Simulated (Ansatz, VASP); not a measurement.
# Ni: VASP beside Ansatz

The input INCAR:

```
  ALGO = Normal
  EDIFF = 1E-7
  ENCUT = 520
  GGA = PE
  ISIF = 2
  ISMEAR = 0
  ISPIN = 2
  LASPH = True
  LCHARG = True
  LELF = True
  LMAXMIX = 4
  LORBIT = 11
  LREAL = False
  LVHAR = True
  LWAVE = False
  MAGMOM = 0 2
  NBANDS = 21
  NELM = 150
  PREC = Accurate
  SIGMA = 0.1
```

The input KPOINTS:

```
k-points
0
Gamma
  11 11 11
```

Contents of POSCAR:

```
Ni
1.0
    3.5422000000      1.7711000000      1.7711000000
    1.7711000000      3.5422000000      1.7711000000
    1.7711000000      1.7711000000      3.5422000000
Ni
2
Direct
    0.0000000000      0.0000000000      0.0000000000
    0.5000000000      0.5000000000      0.5000000000
```

Input for Ansatz:

```yaml
crystal:
  lattice:
    - [3.5422, 1.7711, 1.7711]
    - [1.7711, 3.5422, 1.7711]
    - [1.7711, 1.7711, 3.5422]
  atoms:
    - { symbol: Ni, position: [0.0, 0.0, 0.0] }
    - { symbol: Ni, position: [0.5, 0.5, 0.5], spin: 2.0 }
magnetization:
  spin_polarized: true
hamiltonian:
  xc: pbe
  pseudopotentials: { kind: paw }
basis:
  ecutwfc: 420
kpoints:
  mp_grid: { grid: [11, 11, 11] }
scf:
  occupations: { method: gaussian, width: 0.1 }
  lower_state_search: "off"
output:
  forces: true
  stress: true
```

Alike in both runs: task single point; functional PBE; k mesh 11 × 11 × 11; occupations gaussian, width 0.1 eV; collinear spin.

|  | VASP | Ansatz |
| --- | --- | --- |
| version | VASP 6.6.1 | Ansatz 0.2.0 |
| potentials or method | VASP PAW PBE potentials, release 64 (Ni), cutoff 520 eV | PAW, plane waves, scalar-relativistic |
| valence electrons in the cell | 20 | 36 |

|  | VASP | Ansatz | Ansatz less VASP |
| --- | --- | --- | --- |
| pressure (GPa) | -3.9 | -4.0 | -0.03 |
| traceless stress, the component that is largest in VASP (GPa) | 0.10 | 0.09 | -0.013 |
| net moment per atom (μB) | 0.61 | 0.62 | +0.008 |
| size of the moment on the site where the two differ most (μB) | 0.63 | 0.66 | +0.034 |

Site moments also hang on the region over which each program counts them. With one functional, cell and mesh, what is left measures potentials, basis and numerics. VASP's potentials hold 20 valence electrons a cell and Ansatz's 36, so a difference there can come from the potentials and not from the codes.
